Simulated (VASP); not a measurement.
A run of VASP 6.6.1 is set up as follows.

The input INCAR:

```
SYSTEM = C
PREC     = Accurate       ! precision mode
ENCUT    = 520            ! plane-wave cutoff, eV
EDIFF    = 1E-6           ! SCF threshold, eV
ISMEAR   = 0              ! smearing method
SIGMA    = 0.05           ! smearing width, eV
LREAL    = .FALSE.        ! projectors in reciprocal space
LASPH    = .TRUE.         ! aspherical terms in the spheres
NELM     = 100            ! most SCF steps
ALGO     = Normal         ! electronic algorithm
ISIF     = 2              ! what is computed and relaxed
LWAVE    = .FALSE.        ! write WAVECAR
LCHARG   = .FALSE.        ! write CHGCAR
GGA      = PE             ! functional
NBANDS   = 11             ! bands
```

Contents of KPOINTS:

```
Automatic mesh
0
G
  12 12 12
  0 0 0
```

POSCAR

```
C
1.0
    0.0000000000      1.8142253106      1.6473165820
    1.8142253106      0.0000000000      1.6473165820
    1.8142253106      1.8142253106      0.0000000000
C
2
Direct
    0.5000000000      0.5000000000      0.5000000000
    0.7500000000      0.7500000000      0.7500000000
```

Potentials or basis: VASP PAW PBE potentials, release 64 (C).

Command:

```sh
$ cat potpaw_PBE.64/C/POTCAR > POTCAR
$ mpirun -np 1 vasp_std > vasp.out
```

(1) Predict the band gap on the k mesh.

(2) What does it give for the pressure?

Answers

(1) 1.83 eV, indirect (least direct gap 4.10 eV).

(2) 24.2 GPa.
